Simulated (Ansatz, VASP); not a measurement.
# One calculation of PbSe, two programs

INCAR

```
SYSTEM = PbSe
  PREC = Accurate
  ENCUT = 500
  EDIFF = 1E-6
  ISMEAR = 0
  SIGMA = 0.01
  LREAL = .False.
  LASPH = .True.
  NELM = 120
  ALGO = Normal
  ISIF = 2
  LWAVE = .False.
  LCHARG = .False.
  GGA = PE
  NBANDS = 17
  GGA_COMPAT = .False.
```

File KPOINTS:

```
Automatic mesh
0
Gamma
  6 6 6
  0 0 0
```

Contents of POSCAR:

```
PbSe
1.0
    4.3284130000      0.0000000000      0.0000000000
    2.1642065000      3.7485156161      0.0000000000
    2.1642065000      1.2495052054      3.5341344153
Pb Se
1 1
Direct
    0.0000000000      0.0000000000      0.0000000000
    0.5000000000      0.5000000000      0.5000000000
```

Input for Ansatz:

```yaml
crystal:
  lattice:
    - [4.328413, 0.0, 0.0]
    - [2.1642065000000006, 3.7485156160708133, 0.0]
    - [2.1642065000000006, 1.249505205356938, 3.534134415343121]
  atoms:
    - { symbol: Pb, position: [0.0, 0.0, 0.0] }
    - { symbol: Se, position: [0.5000000000000001, 0.49999999999999994, 0.5] }
kpoints:
  mp_grid:
    grid: [6, 6, 6]
hamiltonian:
  xc: pbe
  pseudopotentials:
    kind: paw
scf:
  convergence:
    dr2_threshold: 1.0e-10
  occupations:
    method: fixed
output:
  forces: true
  stress: true
  eigenvalues: true
```

Alike in both runs: task single point; functional PBE; k mesh 6 × 6 × 6; no spin polarisation.

```csv
,VASP,Ansatz
version,VASP 6.6.1,Ansatz 0.2.0
potentials or method,"VASP PAW PBE potentials, release 64 (Pb_d, Se)","plane waves, PAW"
plane-wave cutoff (eV),500,420
occupations,"gaussian, width 0.01 eV",fixed
valence electrons in the cell,20,30
```

```csv
,VASP,Ansatz,Ansatz less VASP
gap on the k mesh at the Fermi level (eV),0.29,0.29,-0.005
pressure (GPa),2.4,2.4,+0.02
```

VASP's potentials hold 20 valence electrons a cell and Ansatz's 30, so a difference there can come from the potentials and not from the codes.

Spin-orbit coupling is off throughout.
